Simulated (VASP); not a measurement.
A run of VASP 6.6.1 is set up as follows.

INCAR

```
SYSTEM = Se
PREC = Accurate
ENCUT = 520
EDIFF = 1E-7
ISMEAR = -1
SIGMA = 0.1
LREAL = .FALSE.
LASPH = .TRUE.
NELM = 100
ALGO = Normal
ISIF = 2
LWAVE = .FALSE.
LCHARG = .FALSE.
GGA = PE
NBANDS = 9
```

KPOINTS

```
regular mesh
0
G
  20 20 20
  0 0 0
```

Contents of POSCAR:

```
Se
1.0
    0.0000000000      2.1702560838      2.1702560838
    2.1702560838      0.0000000000      2.1702560838
    2.1702560838      2.1702560838      0.0000000000
Se
1
Direct
    0.0000000000      0.0000000000      0.0000000000
```

Potentials or basis: VASP PAW PBE potentials, release 64 (Se).

The run is started by

```sh
$ cat potpaw_PBE.64/Se/POTCAR > POTCAR
$ mpirun -np 1 vasp_std > vasp.out
```

(1) Estimate the band gap on the k mesh.

(2) Predict the pressure.

## Answers

(1) zero (bands 3 and 4 overlap by 5.21 eV).

(2) -0.1 GPa.
